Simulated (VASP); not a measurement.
Crystal: SiC.

```
Si C
1.0
     0.00000    2.18985    2.18985
     2.18985    0.00000    2.18985
     2.18985    2.18985    0.00000
Si C
1 1
Direct
  0.00000 0.00000 0.00000
  0.75000 0.75000 0.75000
```

Base run:

```yaml
Program: VASP 6.6.1
Functional: PBEsol
Potentials_or_basis: VASP PAW PBE potentials, release 64 (Si, C)
Cutoff: 520 eV
k_mesh: 14 × 14 × 14
Occupations: gaussian, width 0.05 eV
Spin: no spin polarisation
```

Its results: band gap on the k mesh 1.25 eV, indirect (least direct gap 4.43 eV); pressure -3.0 GPa.

The run is repeated on the same cell with these changes: functional from PBEsol to PBE. What comes out?

Band gap on the k mesh 1.37 eV, indirect (least direct gap 4.53 eV); pressure 0.0 GPa.

PBE binds less tightly than PBEsol, so the same cell stands under more pressure.

Caveats: the PAW data sets were made with another functional, which shifts forces and pressure a little (some runs).

A k mesh can miss the band edges.
